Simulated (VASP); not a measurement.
Wanted: the native input for a VASP 6.6.1 run.

```
Task                   : single point
Functional             : LDA
Potentials or basis    : VASP PAW LDA potentials, release 64 (Cd, Se)
Cutoff                 : 520 eV
k mesh                 : 6 × 6 × 4
Occupations            : gaussian, width 0.01 eV
Spin                   : no spin polarisation
Dipole correction      : no
Further INCAR settings : ALGO = Normal; EDIFF = 1e-06; NBANDS = 26
```

The structure of CdSe (Cadmoselite) lies in POSCAR:

```
CdSe
1.0
    4.2046117271      0.0000000000      0.0000000000
   -2.1023058636      3.6413005687      0.0000000000
    0.0000000000      0.0000000000      6.9836552615
Cd Se
2 2
Direct
    0.3333333333      0.6666666667      0.0048579434
    0.6666666667      0.3333333333      0.5048579434
    0.3333333333      0.6666666667      0.3801420566
    0.6666666667      0.3333333333      0.8801420566
```

This cell differs from its parent crystal: in-plane strain -0.01.

These files were run (other wordings do the same):

INCAR

```
SYSTEM = CdSe
PREC = Accurate
ENCUT = 520
EDIFF = 1E-6
ISMEAR = 0
SIGMA = 0.01
LREAL = .False.
LASPH = .True.
NELM = 60
ALGO = Normal
ISIF = 2
LWAVE = .False.
LCHARG = .False.
NBANDS = 26
```

KPOINTS

```
Automatic mesh
0
Gamma
  6 6 4
  0 0 0
```

Potentials or basis: VASP PAW LDA potentials, release 64 (Cd, Se).

The run is started by

```sh
$ cat potpaw_LDA.64/Cd/POTCAR potpaw_LDA.64/Se/POTCAR > POTCAR
$ mpirun -np 1 vasp_std > vasp.out
```

Results of the run:

| Item | Value |
| --- | --- |
| Pressure | 1.4 GPa |
| Largest force | 0.142 eV/Å |
| Band gap on the k mesh | 0.50 eV, direct |

Caveat: the cell differs from its parent crystal (in-plane strain -0.01).

It took 21 s on 1 thread of Intel(R) Xeon(R) 6975P-C (Granite Rapids) (shared host), peak memory 0.21 GiB.
